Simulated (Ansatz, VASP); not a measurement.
## Mg2Sb3: VASP beside Ansatz

INCAR

```
SYSTEM = Mg2Sb3
PREC = Accurate
ENCUT = 520
EDIFF = 1E-6
ISMEAR = 0
SIGMA = 0.05
LREAL = .False.
LASPH = .True.
NELM = 80
ALGO = Normal
ISIF = 2
LWAVE = .False.
LCHARG = .True.
GGA = PS
LELF = .True.
LVHAR = .True.
NBANDS = 18
```

KPOINTS

```
regular mesh
0
Gamma
  6 6 3
  0 0 0
```

Contents of POSCAR:

```
Mg2Sb3
1.0
    4.6953620000      0.0000000000      0.0000000000
   -2.3476810000      4.0663030000      0.0000000000
    0.0000000000      0.0000000000      7.4903250000
Mg Sb
2 3
Direct
    0.3333330000      0.6666670000      0.1648330000
    0.6666670000      0.3333330000      0.8351670000
    0.3333330000      0.6666670000      0.5802750000
    0.6666670000      0.3333330000      0.4197250000
    0.0000000000      0.0000000000      0.0000000000
```

Input for Ansatz:

```yaml
crystal:
  lattice:
    - [4.695362, 0.0, 0.0]
    - [-2.347681, 4.066303, 0.0]
    - [0.0, 0.0, 7.490325]
  atoms:
    - { symbol: Mg, position: [0.333333, 0.666667, 0.164833] }
    - { symbol: Mg, position: [0.666667, 0.333333, 0.835167] }
    - { symbol: Sb, position: [0.333333, 0.666667, 0.580275] }
    - { symbol: Sb, position: [0.666667, 0.333333, 0.419725] }
    - { symbol: Sb, position: [0.0, 0.0, 0.0] }
kpoints:
  mp_grid:
    grid: [6, 6, 3]
hamiltonian:
  xc: pbesol
scf:
  occupations:
    method: gaussian
    width: 0.05
output:
  forces: true
  stress: true
```

Alike in both runs: task single point; functional PBEsol; k mesh 6 × 6 × 3; occupations gaussian, width 0.05 eV; no spin polarisation.

```csv
,VASP,Ansatz
version,VASP 6.6.1,Ansatz 0.2.0
potentials or method,"VASP PAW PBE potentials, release 64 (Mg, Sb)","plane waves, PAW"
plane-wave cutoff (eV),520,420
valence electrons in the cell,19,65
```

|  | VASP | Ansatz | Ansatz less VASP |
| --- | --- | --- | --- |
| pressure (GPa) | -1.5 | -1.6 | -0.10 |
| traceless stress, the component that is largest in VASP (GPa) | -0.70 | -0.67 | +0.032 |
| rms of the force components (eV/Å) | 0.013 | 0.017 | +0.0042 |

VASP's potentials were made for PBE, not for PBEsol. Atom by atom the forces differ by 0.015 eV/Å (rms over components). VASP's potentials hold 19 valence electrons a cell and Ansatz's 65, so a difference there can come from the potentials and not from the codes. Ansatz's warnings: structure snapped to symmetry.

Spin-orbit coupling is off throughout.
